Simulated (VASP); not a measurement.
# Nb (Im-3m) in VASP: further runs

Runs on Nb. Level: PBEsol. Tasks: single point.

Everything below comes from runs of VASP 6.6.1. Logs are shortened: lines on timing, memory, paths and dates and some standing lists are left out, and cuts for length are marked.

### 1 The cell of the first run

Symmetry: Im-3m, No. 229, cubic system. The conventional cell has a = 2.760 Å, b = 2.760 Å, c = 2.760 Å, α = 90.00°, β = 90.00°, γ = 90.00°. Within 3.2 Å of Nb (site symmetry m-3m) lie 14 Nb at 2.39 to 2.76 Å.

### 2 Single point, PBEsol (volume scaled by 0.6)

INCAR reads:

```
SYSTEM = Nb
PREC = Accurate
ENCUT = 520
EDIFF = 1E-6
ISMEAR = -1
SIGMA = 0.1
LREAL = .FALSE.
LASPH = .TRUE.
NELM = 60
ALGO = Normal
ISIF = 2
LWAVE = .FALSE.
LCHARG = .TRUE.
GGA = PS
LELF = .TRUE.
LVHAR = .TRUE.
NBANDS = 12
```

KPOINTS reads:

```
Automatic mesh
0
G
  16 16 16
  0 0 0
```

POSCAR reads:

```
Nb
1.0
   -1.3799263129      1.3799263129      1.3799263129
    1.3799263129     -1.3799263129      1.3799263129
    1.3799263129      1.3799263129     -1.3799263129
Nb
1
Direct
    0.0000000000      0.0000000000      0.0000000000
```

Potentials or basis: VASP PAW PBE potentials, release 64 (Nb_sv).

Launch:

```sh
$ cat potpaw_PBE.64/Nb_sv/POTCAR > POTCAR
$ mpirun -np 1 vasp_std > vasp.out
```

OUTCAR:

```text
SYSTEM = Nb
   PREC = Accurate
   ENCUT = 520
   EDIFF = 1E-6
   ISMEAR = -1
   LREAL = .FALSE.
   LASPH = .TRUE.
   NELM = 60
   ISIF = 2
   GGA = PS

 ion  position               nearest neighbor table
   1  0.000  0.000  0.000-

  LATTYP: Found a body centered cubic cell.
 ALAT       =     2.7598526258

  Lattice vectors:

 A1 = (  -1.3799263129,   1.3799263129,   1.3799263129)
 A2 = (   1.3799263129,  -1.3799263129,   1.3799263129)
 A3 = (   1.3799263129,   1.3799263129,  -1.3799263129)

Analysis of symmetry for initial positions (statically):
=====================================================================
 Subroutine PRICEL returns:
 Original cell was already a primitive cell.

 Routine SETGRP: Setting up the symmetry group for a
 body centered cubic supercell.

 Subroutine GETGRP returns: Found 48 space group operations
 (whereof 48 operations were pure point group operations)
 out of a pool of 48 trial point group operations.

The static configuration has the point symmetry O_h .

Analysis of symmetry for dynamics (positions and initial velocities):
=====================================================================
 Subroutine PRICEL returns:
 Original cell was already a primitive cell.

 Routine SETGRP: Setting up the symmetry group for a
 body centered cubic supercell.

 Subroutine GETGRP returns: Found 48 space group operations
 (whereof 48 operations were pure point group operations)
 out of a pool of 48 trial point group operations.

The dynamic configuration has the point symmetry O_h .

 Subroutine INISYM returns: Found 48 space group operations
 (whereof 48 operations are pure point group operations),
 and found     1 'primitive' translations

----------------------------------------------------------------------------------------

                                     Primitive cell

  volume of cell :      10.5106

  direct lattice vectors                    reciprocal lattice vectors
    -1.379926313  1.379926313  1.379926313     0.000000000  0.362338188  0.362338188
     1.379926313 -1.379926313  1.379926313     0.362338188  0.000000000  0.362338188
     1.379926313  1.379926313 -1.379926313     0.362338188  0.362338188  0.000000000

  length of vectors
     2.390102485  2.390102485  2.390102485     0.512423580  0.512423580  0.512423580

  position of ions in fractional coordinates (direct lattice)
[... 82 lines left out ...]
   NFREE  =      0    steps in history (QN), initial steepest desc. (CG)
   ISIF   =      2    stress and relaxation
   ISYM   =      2    0-nonsym 1-usesym 2-fastsym
   POTIM  = 0.5000    time-step for ionic-motion
   TEBEG  =    0.0;   TEEND  =   0.0 temperature during run
   PSTRESS=    0.0 pullay stress
   NELECT =      13.0000    total number of electrons
   NUPDOWN=      -1.0000    fix difference up-down
   EMIN   =  10.00;   EMAX   =-10.00  energy-range for DOS
   EFERMI =   0.00;   METHOD = LEGACY
   ISMEAR =    -1;   SIGMA  =   0.10  broadening in eV -4-tet -1-fermi 0-gaus
   EFERMI_NEDOS =   21; number of points for ismear=-14 and -15
   IALGO  =     38    algorithm
   IMIX   =      4    mixing-type and parameters
     AMIX     =   0.40;   BMIX     =  1.00
     AMIX_MAG =   1.60;   BMIX_MAG =  1.00
  volume/ion in A,a.u.               =      10.51        70.93
  Fermi-wavevector in a.u.,A,eV,Ry     =   1.757303  3.320822 42.016353  3.088115
  Thomas-Fermi vector in A             =   2.826684
   LORBIT       =      0    0 simple, 1 ext, 2 COOP (PROOUT), +10 PAW based schemes
   GGA     = PS    functional components
   LHFCALC =     F    Hartree Fock is set to
   AEXX    =    0.0000 exact exchange contribution
   IVDW    =     0    specifies the selected vdW correction
   LEPSILON=     F    determine dielectric tensor
   LRPA    =     F    only Hartree local field effects (RPA)
 non-spin polarized calculation
  energy-cutoff  :      520.00
  volume of cell :       10.51
 maximum number of plane-waves:       321
 NGX is ok and might be reduce to    18
   NGX =  9   NGY =  9   NGZ =  9

 number of electron      12.9999999 magnetization

 Free energy of the ion-electron system (eV)
  ---------------------------------------------------
  ext. energy  EPLUGINS =         0.00000000
  ---------------------------------------------------
  free energy    TOTEN  =        -7.52338015 eV

  energy without entropy =       -7.50614769  energy(sigma->0) =       -7.51476392

 E-fermi :  21.2186     XC(G=0): -15.6945

 val. band max:       21.2062860591   @ k =   0.1875   0.1875   0.1875
 cond. band min:      21.2215790520   @ k =  -0.3125   0.4375   0.0625
 fundamental gap:      0.0152929929
 Fermi energy:        21.2186190950

 k-point     1 :       0.0000    0.0000    0.0000
  band No.  band energies     occupation
      1     -34.6897      2.00000
      2      -7.0554      2.00000
      3      -7.0554      2.00000
      4      -7.0554      2.00000
      5      15.1449      2.00000
      6      20.1523      1.99995
      7      20.1523      1.99995
      8      20.1523      1.99995
      9      25.2230      0.00000
     10      25.2230      0.00000
     11      35.5902      0.00000
     12      35.5902      0.00000
[... 331 lines left out ...]
 k-point    24 :       0.2500    0.1875    0.0000
  band No.  band energies     occupation
      1     -33.2003      2.00000
      2     -11.7691      2.00000
      3      -9.1445      2.00000
      4      -7.6520      2.00000
      5      16.0905      2.00000
      6      17.6105      2.00000
      7      21.4918      0.12227
      8      24.3003      0.00000
      9      27.5530      0.00000
     10      31.7107      0.00000
     11      38.4053      0.00000
     12      41.6391      0.00000

 [... further k-points ...]

------------------------ aborting loop because EDIFF is reached ----------------------------------------

  FORCE on cell =-STRESS in cart. coord.  units (eV):
  Direction    XX          YY          ZZ          XY          YZ          ZX
  --------------------------------------------------------------------------------------
  -------------------------------------------------------------------------------------
  Total       15.7015746     15.7015746     15.7015746      0.0000000     -0.0000000     -0.0000000
  in kB     2393.4596478   2393.4596478   2393.4596478      0.0000000     -0.0000000     -0.0000000
  external PRESSURE =    2393.4596478 kB  Pullay stress =       0.0000000 kB

 VOLUME and BASIS-vectors are now :
 -----------------------------------------------------------------------------
  energy-cutoff  :      520.00
  volume of cell :       10.51
      direct lattice vectors                 reciprocal lattice vectors
    -1.379926313  1.379926313  1.379926313     0.000000000  0.362338188  0.362338188
     1.379926313 -1.379926313  1.379926313     0.362338188  0.000000000  0.362338188
     1.379926313  1.379926313 -1.379926313     0.362338188  0.362338188  0.000000000

 POSITION                                       TOTAL-FORCE (eV/Angst)
 -----------------------------------------------------------------------------------
      0.00000      0.00000      0.00000         0.000000     -0.000000      0.000000
 -----------------------------------------------------------------------------------
    total drift:                                0.000000      0.000000      0.000000

  FREE ENERGIE OF THE ION-ELECTRON SYSTEM (eV)
  ---------------------------------------------------
  free  energy   TOTEN  =        -7.5233801494 eV

  energy  without entropy=       -7.5061476890  energy(sigma->0) =       -7.51476392
```

Run time: 30 s. Hardware: 1 thread of Intel Xeon 6975P-C, shared host; peak memory 0.13 GiB.

What came out:

```yaml
Free_energy: -7.5234 eV
Pressure: 239.3 GPa
```

Caveat: the PAW data sets were made with another functional, which shifts forces and pressure a little.

### 3 Single point, PBEsol (volume scaled by 0.68)

INCAR reads:

```
SYSTEM = Nb
ALGO = Normal
EDIFF = 1E-6
ENCUT = 520
GGA = PS
ISIF = 2
ISMEAR = -1
LASPH = .True.
LCHARG = .True.
LELF = .True.
LREAL = .False.
LVHAR = .True.
LWAVE = .False.
NBANDS = 12
NELM = 100
PREC = Accurate
SIGMA = 0.1
```

KPOINTS reads:

```
k-points
0
Gamma
  16 16 16
  0 0 0
```

POSCAR reads:

```
Nb
1.0
   -1.4387161436      1.4387161436      1.4387161436
    1.4387161436     -1.4387161436      1.4387161436
    1.4387161436      1.4387161436     -1.4387161436
Nb
1
Direct
    0.0000000000      0.0000000000      0.0000000000
```

Potentials or basis: VASP PAW PBE potentials, release 64 (Nb_sv).

Launch:

```sh
$ cat potpaw_PBE.64/Nb_sv/POTCAR > POTCAR
$ mpirun -np 1 vasp_std > vasp.out
```

Wall time 43 s (1 thread of Intel Xeon 6975P-C, shared host); peak memory 0.14 GiB.

The run converged. Its results:

- Free energy: -9.1554 eV
- Pressure: 141.0 GPa

Levels at points of the mesh, in eV from the Fermi level:
```csv
k point,band 2,band 3,band 4,band 5,band 6,band 7,band 8,band 9,band 10,band 11
"(0.00, 0.00, 0.00)",-28.45,-28.45,-28.45,-6.31,-0.45,-0.45,-0.45,4.05,4.05,14.62
"(0.50, 0.00, 0.00)",-32.85,-29.76,-28.55,-6.26,-3.85,4.59,5.23,5.63,10.09,12.36
"(0.50, 0.50, 0.50)",-31.32,-31.32,-31.32,-7.35,-7.35,8.56,8.56,8.56,13.14,13.14
```

Caveat: the PAW data sets were made with another functional, which shifts forces and pressure a little.
